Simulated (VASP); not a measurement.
# Ta6F in VASP: further runs

Ta6F is run at these levels: LDA; tasks: single point.

Program: VASP 6.6.1. These are calculated values, not measurements. Logs are shortened: lines on timing, memory, paths and dates and some standing lists are left out, and cuts for length are marked.

### 1 The cell of the first run

The cell holds a slab with vacuum, 7 atoms: a = 4.600 Å, b = 4.600 Å, c = 21.402 Å, α = 90.00°, β = 90.00°, γ = 120.00°.

### 2 Single point, LDA, collinear spin

The input, INCAR:

```
SYSTEM = Ta6F
PREC = Accurate
ENCUT = 520
EDIFF = 1E-6
ISMEAR = 0
SIGMA = 0.1
LREAL = .False.
LASPH = .True.
NELM = 150
ALGO = Normal
ISIF = 2
LWAVE = .False.
LCHARG = .True.
ISPIN = 2
MAGMOM = 0 0 0 0 0 0 1
LORBIT = 11
LMAXMIX = 4
LDIPOL = .True.
IDIPOL = 3
DIPOL = 0.5 0.5 0.315
LELF = .True.
LVHAR = .True.
LVACPOTAV = .True.
NBANDS = 50
```

The input, KPOINTS:

```
Automatic mesh
0
Gamma
  6 6 1
  0 0 0
```

The input, POSCAR:

```
Ta6F
1.0
    4.6002247516      0.0000000000      0.0000000000
   -2.3001123758      3.9839114980      0.0000000000
    0.0000000000      0.0000000000     21.4017722141
Ta F
6 1
Direct
    0.6666666667      0.3333333333      0.1869004099
    0.3333333333      0.6666666667      0.2307760729
    0.0000000000      0.0000000000      0.2746517360
    0.6666666667      0.3333333333      0.3157775353
    0.3333333333      0.6666666667      0.3543568624
    0.0000000000      0.0000000000      0.3925736677
    0.5555555556     -0.5555555556      0.4533163010
```

Potentials or basis: VASP PAW LDA potentials, release 64 (Ta_pv, F).

Started as:

```console
> cat potpaw_LDA.64/Ta_pv/POTCAR potpaw_LDA.64/F/POTCAR > POTCAR
> mpirun -np 1 vasp_std > vasp.out
```

OUTCAR:

```text
SYSTEM = Ta6F
   PREC = Accurate
   ENCUT = 520
   EDIFF = 1E-6
   ISMEAR = 0
   LREAL = .False.
   LASPH = .True.
   NELM = 150
   ISIF = 2
   ISPIN = 2
   LORBIT = 11

 ion  position               nearest neighbor table
   1  0.667  0.333  0.187-   4 2.76   2 2.82   2 2.82   2 2.82   3 3.25   3 3.25   3 3.25
   2  0.333  0.667  0.231-   5 2.64   1 2.82   1 2.82   3 2.82   1 2.82   3 2.82   3 2.82   4 3.22
                             4 3.22   4 3.22
   3  0.000  0.000  0.275-   6 2.52   4 2.80   4 2.80   4 2.80   2 2.82   2 2.82   2 2.82   5 3.16
                             5 3.16   5 3.16   1 3.25   1 3.25   1 3.25
   4  0.667  0.333  0.316-   1 2.76   5 2.78   5 2.78   5 2.78   3 2.80   3 2.80   3 2.80   6 3.12
                             6 3.12   6 3.12   2 3.22   2 3.22   2 3.22
   5  0.333  0.667  0.354-   2 2.64   6 2.78   6 2.78   6 2.78   4 2.78   4 2.78   4 2.78   3 3.16
                             3 3.16   3 3.16
   6  0.000  0.000  0.393-   3 2.52   7 2.68   7 2.68   5 2.78   5 2.78   5 2.78   4 3.12   4 3.12
                             4 3.12
   7  0.556  0.444  0.453-   6 2.68   6 2.68

  LATTYP: Found a hexagonal cell.
 ALAT       =     4.6002247516
 C/A-ratio  =     4.6523318685

  Lattice vectors:

 A1 = (   4.6002247516,   0.0000000000,   0.0000000000)
 A2 = (  -2.3001123758,   3.9839114980,   0.0000000000)
 A3 = (   0.0000000000,   0.0000000000,  21.4017722141)

Analysis of symmetry for initial positions (statically):
=====================================================================
 Subroutine PRICEL returns:
 Original cell was already a primitive cell.

 Routine SETGRP: Setting up the symmetry group for a
 hexagonal supercell.

 Subroutine GETGRP returns: Found  2 space group operations
 (whereof  2 operations were pure point group operations)
 out of a pool of 24 trial point group operations.

The static configuration has the point symmetry C_1h.

Analysis of symmetry for dynamics (positions and initial velocities):
=====================================================================
 Subroutine PRICEL returns:
 Original cell was already a primitive cell.

 Routine SETGRP: Setting up the symmetry group for a
 hexagonal supercell.

 Subroutine GETGRP returns: Found  2 space group operations
 (whereof  2 operations were pure point group operations)
 out of a pool of 24 trial point group operations.

The dynamic configuration has the point symmetry C_1h.

Analysis of structural, dynamic, and magnetic symmetry:
=====================================================================
 Subroutine PRICEL returns:
 Original cell was already a primitive cell.

 Routine SETGRP: Setting up the symmetry group for a
 hexagonal supercell.

 Subroutine GETGRP returns: Found  2 space group operations
 (whereof  2 operations were pure point group operations)
 out of a pool of 24 trial point group operations.

The overall configuration has the point symmetry C_1h.

 Subroutine INISYM returns: Found  2 space group operations
 (whereof  2 operations are pure point group operations),
 and found     1 'primitive' translations

----------------------------------------------------------------------------------------

                                     Primitive cell

  volume of cell :     392.2279

  direct lattice vectors                    reciprocal lattice vectors
     4.600224752  0.000000000  0.000000000     0.217380683  0.125504796  0.000000000
    -2.300112376  3.983911498  0.000000000     0.000000000  0.251009592  0.000000000
     0.000000000  0.000000000 21.401772214     0.000000000  0.000000000  0.046725102

  length of vectors
     4.600224752  4.600224752 21.401772214     0.251009592  0.251009592  0.046725102

  position of ions in fractional coordinates (direct lattice)
     0.666666667  0.333333333  0.186900410
     0.333333333  0.666666667  0.230776073
     0.000000000  0.000000000  0.274651736
     0.666666667  0.333333333  0.315777535
     0.333333333  0.666666667  0.354356862
     0.000000000  0.000000000  0.392573668
     0.555555556  0.444444444  0.453316301

  ion indices of the primitive-cell ions
[... 53 lines left out ...]
   dimension x,y,z NGX =    36 NGY =   36 NGZ =  160
   dimension x,y,z NGXF=    72 NGYF=   72 NGZF=  320
   ions per type =               6   1
   NGX,Y,Z   is equivalent  to a cutoff of  13.01, 13.01, 12.43 a.u.
   NGXF,Y,Z  is equivalent  to a cutoff of  26.02, 26.02, 24.86 a.u.
 SYSTEM =  Ta6F
   PREC   = accura    normal or accurate (medium, high low for compatibility)
   ISTART =      0    job   : 0-new  1-cont  2-samecut
   ICHARG =      2    charge: 1-file 2-atom 10-const
   ISPIN  =      2    spin polarized calculation?
   LNONCOLLINEAR =      F non collinear calculations
   LSORBIT =      F    spin-orbit coupling
   LASPH  =      T    aspherical Exc in radial PAW
   ENCUT  =  520.0 eV  38.22 Ry    6.18 a.u.   8.55  8.55 39.79*2*pi/ulx,y,z
   NELM   =    150;   NELMIN=  2; NELMDL= -5     # of ELM steps
   EDIFF  = 0.1E-05   stopping-criterion for ELM
   LREAL  =      F    real-space projection
   EDIFFG = 0.1E-04   stopping-criterion for IOM
   NSW    =      0    number of steps for IOM
   IBRION =     -1    ionic relax: 0-MD 1-quasi-New 2-CG
   NFREE  =      0    steps in history (QN), initial steepest desc. (CG)
   ISIF   =      2    stress and relaxation
   ISYM   =      2    0-nonsym 1-usesym 2-fastsym
   POTIM  = 0.5000    time-step for ionic-motion
   TEBEG  =    0.0;   TEEND  =   0.0 temperature during run
   PSTRESS=    0.0 pullay stress
   NELECT =      73.0000    total number of electrons
   NUPDOWN=      -1.0000    fix difference up-down
   EMIN   =  10.00;   EMAX   =-10.00  energy-range for DOS
   EFERMI =   0.00;   METHOD = LEGACY
   ISMEAR =     0;   SIGMA  =   0.10  broadening in eV -4-tet -1-fermi 0-gaus
   EFERMI_NEDOS =   21; number of points for ismear=-14 and -15
   IALGO  =     38    algorithm
   IMIX   =      4    mixing-type and parameters
     AMIX     =   0.40;   BMIX     =  1.00
     AMIX_MAG =   1.60;   BMIX_MAG =  1.00
  volume/ion in A,a.u.               =      56.03       378.13
  Fermi-wavevector in a.u.,A,eV,Ry     =   0.934694  1.766316 11.886778  0.873654
  Thomas-Fermi vector in A             =   2.061525
   LORBIT       =     11    0 simple, 1 ext, 2 COOP (PROOUT), +10 PAW based schemes
   GGA     = CA    functional components
   LHFCALC =     F    Hartree Fock is set to
   AEXX    =    0.0000 exact exchange contribution
   IVDW    =     0    specifies the selected vdW correction
   LEPSILON=     F    determine dielectric tensor
   LRPA    =     F    only Hartree local field effects (RPA)
 spin polarized calculation
 Gauss-broadening in eV      SIGMA  =   0.10
  energy-cutoff  :      520.00
  volume of cell :      392.23
 maximum number of plane-waves:     10669
 NGX is ok and might be reduce to    36
   NGX = 17   NGY = 17   NGZ = 79

 dipolmoment           0.000000      0.000000     -0.869020 electrons x Angstroem

 number of electron      72.9999997 magnetization       0.0001773

 dipolmoment           0.000000      0.000000      0.211102 electrons x Angstroem

 Free energy of the ion-electron system (eV)
  ---------------------------------------------------
  ext. energy  EPLUGINS =         0.00000000
  ---------------------------------------------------
  free energy    TOTEN  =       -75.04568182 eV

  energy without entropy =      -75.00337894  energy(sigma->0) =      -75.02453038

 E-fermi :  -1.6847     XC(G=0):  -4.6899

 val. band max:       -1.7313851949   @ k =   0.1667   0.1667   0.0000
 cond. band min:      -1.6635589782   @ k =  -0.1667   0.3333   0.0000
 fundamental gap:      0.0678262167
 Fermi energy:        -1.6847219989

 spin component 1

 k-point     1 :       0.0000    0.0000    0.0000
  band No.  band energies     occupation
      1     -36.2815      1.00000
      2     -36.0621      1.00000
      3     -35.9423      1.00000
      4     -35.8905      1.00000
      5     -35.8262      1.00000
      6     -35.8235      1.00000
[... 652 lines left out ...]
     47       1.0561      0.00000
     48       1.3213      0.00000
 Fermi energy:        -1.6847219989

 spin component 2

 k-point     1 :       0.0000    0.0000    0.0000
  band No.  band energies     occupation
      1     -36.2815      1.00000
      2     -36.0621      1.00000
      3     -35.9423      1.00000
      4     -35.8905      1.00000
      5     -35.8262      1.00000
      6     -35.8234      1.00000
[... 652 lines left out ...]
     47       1.0561      0.00000
     48       1.3213      0.00000
 [bands above 48 left out]

------------------------ aborting loop because EDIFF is reached ----------------------------------------

  FORCE on cell =-STRESS in cart. coord.  units (eV):
  Direction    XX          YY          ZZ          XY          YZ          ZX
  --------------------------------------------------------------------------------------
  -------------------------------------------------------------------------------------
  Total       -6.2867865     -7.2696466     -4.7318212     -0.8511818      1.1568316     -2.0036909
  in kB      -25.6803432    -29.6951422    -19.3286018     -3.4769180      4.7254398     -8.1847014
  external PRESSURE =     -24.9013624 kB  Pullay stress =       0.0000000 kB

 VOLUME and BASIS-vectors are now :
 -----------------------------------------------------------------------------
  energy-cutoff  :      520.00
  volume of cell :      392.23
      direct lattice vectors                 reciprocal lattice vectors
     4.600224752  0.000000000  0.000000000     0.217380683  0.125504796  0.000000000
    -2.300112376  3.983911498  0.000000000     0.000000000  0.251009592  0.000000000
     0.000000000  0.000000000 21.401772214     0.000000000  0.000000000  0.046725102

 POSITION                                       TOTAL-FORCE (eV/Angst)
 -----------------------------------------------------------------------------------
      2.30011      1.32797      4.00000         0.047161     -0.027229      2.383926
     -0.00000      2.65594      4.93902        -0.075777      0.043750     -0.585616
      0.00000      0.00000      5.87803         0.089857     -0.051879     -2.312348
      2.30011      1.32797      6.75820         0.348554     -0.201238     -0.260926
     -0.00000      2.65594      7.58386         0.143744     -0.082990      0.609057
      0.00000      0.00000      8.40177         0.325061     -0.187674      1.682154
      1.53341      1.77063      9.70177        -0.878601      0.507260     -1.516248
 -----------------------------------------------------------------------------------
    total drift:                                0.000152     -0.000088     -0.000056

  FREE ENERGIE OF THE ION-ELECTRON SYSTEM (eV)
  ---------------------------------------------------
  free  energy   TOTEN  =       -75.0456818227 eV

  energy  without entropy=      -75.0033789418  energy(sigma->0) =      -75.02453038

 vacuum level on the upper side and lower side of the slab         4.115         2.029

 total charge

# of ion       s       p       d       tot
------------------------------------------
    1        0.395   6.011   2.432   8.838
    2        0.402   6.111   2.556   9.069
    3        0.388   6.177   2.505   9.070
    4        0.381   6.173   2.461   9.015
    5        0.402   6.119   2.590   9.111
    6        0.400   6.047   2.456   8.903
    7        1.736   4.223   0.000   5.958
--------------------------------------------------
tot          4.103  40.861  15.000  59.964

 magnetization (x)

# of ion       s       p       d       tot
------------------------------------------
    1        0.000   0.000   0.000   0.000
    2        0.000   0.000   0.000   0.000
    3       -0.000  -0.000  -0.000  -0.000
    4       -0.000   0.000  -0.000  -0.000
    5       -0.000  -0.000  -0.000  -0.000
    6        0.000  -0.000   0.000   0.000
    7        0.000   0.000   0.000   0.000
--------------------------------------------------
tot          0.000   0.000   0.000   0.000
```

Wall time 26 min (1 thread of Oxide Virtual Turin-like, shared host); peak memory 0.61 GiB.

What came out:

| Property | Result |
| --- | --- |
| Free energy | -75.0457 eV |
| Largest force | 2.385 eV/Å |
| Net moment | 0.00 μB per cell |
| Valence electrons inside the program's atomic spheres | Ta 8.84, 9.07, 9.02, 9.11, 8.90 (each value once); F 5.96 |

Forces in eV/Å, atoms in the order of the input:
```
Ta   0.047 -0.027  2.384
Ta  -0.076  0.044 -0.586
Ta   0.090 -0.052 -2.312
Ta   0.349 -0.201 -0.261
Ta   0.144 -0.083  0.609
Ta   0.325 -0.188  1.682
F   -0.879  0.507 -1.516
```

Levels at points of the mesh, in eV from the Fermi level:
Spin up:
| k point | band 33 | band 34 | band 35 | band 36 | band 37 | band 38 | band 39 | band 40 |
| --- | --- | --- | --- | --- | --- | --- | --- | --- |
| (0.00, 0.00, 0.00) | -1.08 | -0.90 | -0.58 | -0.31 | -0.06 | 0.23 | 0.24 | 0.33 |
| (0.50, 0.00, 0.00) | -1.08 | -0.91 | -0.87 | -0.26 | -0.14 | 0.41 | 0.70 | 1.09 |
| (0.50, 0.50, 0.00) | -1.00 | -0.93 | -0.51 | -0.29 | -0.10 | 0.43 | 0.61 | 1.12 |
Spin down:
```tsv
k point	band 32	band 33	band 34	band 35	band 36	band 37	band 38	band 39	band 40	band 41
(0.00, 0.00, 0.00)	-1.32	-1.08	-0.90	-0.58	-0.31	-0.06	0.23	0.24	0.33	0.93
(0.50, 0.00, 0.00)	-1.41	-1.08	-0.91	-0.87	-0.26	-0.14	0.41	0.70	1.09	1.25
(0.50, 0.50, 0.00)	-1.55	-1.00	-0.93	-0.51	-0.29	-0.10	0.43	0.61	1.12	1.18
```

Caveat: spin-orbit coupling is left out, which moves the levels of the heavy elements.

### 3 Single point, LDA, collinear spin

Edit INCAR of step 2 so:

```diff
@@ -9,3 +9,3 @@
 NELM = 150
-ALGO = Normal
+ALGO = Fast
 ISIF = 2
@@ -19,3 +19,3 @@
 IDIPOL = 3
-DIPOL = 0.5 0.5 0.315
+DIPOL = 0.5 0.5 0.323
 LELF = .True.
```

The input, KPOINTS:

```
regular mesh
0
Gamma
  6 6 1
  0 0 0
```

Edit POSCAR of step 2 so:

```diff
@@ -14,2 +14,2 @@
     0.0000000000      0.0000000000      0.3925736677
-    0.5555555556     -0.5555555556      0.4533163010
+    0.7777777778     -0.7777777778      0.5061156668
```

Potentials or basis: VASP PAW LDA potentials, release 64 (Ta_pv, F).

Started as:

```console
> cat potpaw_LDA.64/Ta_pv/POTCAR potpaw_LDA.64/F/POTCAR > POTCAR
> mpirun -np 1 vasp_std > vasp.out
```

Run time: 39 min. Hardware: 1 thread of Oxide Virtual Turin-like, shared host; peak memory 0.6 GiB.

The run converged. Its results:

```yaml
Free_energy: -72.8362 eV
Largest_force: 3.028 eV/Å
Net_moment: 0.00 μB per cell
Valence_electrons_inside_the_program's_atomic_spheres: Ta 8.83, 9.07, 9.01, 9.10, 8.87 (each value once); F 5.89
```

Forces on the atoms (eV/Å):
```
Ta   0.016 -0.009  2.253
Ta   0.014 -0.008 -0.523
Ta  -0.029  0.017 -2.533
Ta  -0.032  0.018 -0.039
Ta   0.066 -0.038  0.316
Ta  -0.791  0.456  2.887
F    0.755 -0.436 -2.360
```

Levels at points of the mesh, in eV from the Fermi level:
Spin up:
```tsv
k point	band 33	band 34	band 35	band 36	band 37	band 38	band 39	band 40	band 41	band 42
(0.00, 0.00, 0.00)	-0.65	-0.38	-0.28	-0.21	-0.16	0.28	0.31	0.33	1.03	2.49
(0.50, 0.00, 0.00)	-0.69	-0.56	-0.27	-0.23	-0.10	0.53	0.63	1.19	1.25	1.37
(0.50, 0.50, 0.00)	-0.73	-0.50	-0.36	-0.20	-0.08	0.53	0.74	1.15	1.25	1.39
```
Spin down:
```csv
k point,band 33,band 34,band 35,band 36,band 37,band 38,band 39,band 40,band 41,band 42
"(0.00, 0.00, 0.00)",-0.65,-0.38,-0.28,-0.21,-0.16,0.28,0.31,0.33,1.03,2.49
"(0.50, 0.00, 0.00)",-0.69,-0.56,-0.27,-0.23,-0.10,0.53,0.63,1.19,1.25,1.37
"(0.50, 0.50, 0.00)",-0.73,-0.50,-0.36,-0.20,-0.08,0.53,0.74,1.15,1.25,1.39
```

Caveat: spin-orbit coupling is left out, which moves the levels of the heavy elements.

(Part 1 of 2 ends here.)
